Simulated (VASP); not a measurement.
**HfMg3: single point with PBE**

HfMg3:

```
CELL_PARAMETERS angstrom
-2.25565 2.25565 4.54363
2.25565 -2.25565 4.54363
2.25565 2.25565 -4.54363
ATOMIC_POSITIONS crystal
Mg 0.50000 0.50000 0.00000
Mg 0.25000 0.75000 0.50000
Mg 0.75000 0.25000 0.50000
Hf 0.00000 0.00000 0.00000
```

```json
{"Program": "VASP 6.6.1", "Task": "single point", "Functional": "PBE", "Potentials or basis": "VASP PAW PBE potentials, release 64 (Mg, Hf_pv)", "Cutoff": "520 eV", "k mesh": "7 × 7 × 7", "Occupations": "methfessel-paxton, width 0.1 eV", "Spin": "no spin polarisation"}
```

```json
{"Pressure": "-2.1 GPa", "Band gap on the k mesh": "zero (band 8 reaches 3.43 eV, above the bottom of band 9 at 1.96 eV)"}
```

Stress tensor (GPa, compression positive):
```
-1.58  0.00  0.00
 0.00 -1.58  0.00
 0.00  0.00 -3.08
```

Levels at points of the mesh, in eV from the Fermi level:
```tsv
k point	band 4	band 5	band 6	band 7	band 8	band 9	band 10	band 11	band 12	band 13
(0.00, 0.00, 0.00)	-6.70	-0.83	-0.67	-0.30	-0.30	0.42	1.18	2.54	2.54	2.82
```

Run time: 2.3 min on 1 thread of Intel(R) Xeon(R) Platinum 8259CL CPU @ 2.50GHz (Skylake/Cascade Lake) (shared host), peak memory 0.27 GiB.

Caveat: spin-orbit coupling is left out, which moves the levels of the heavy elements.
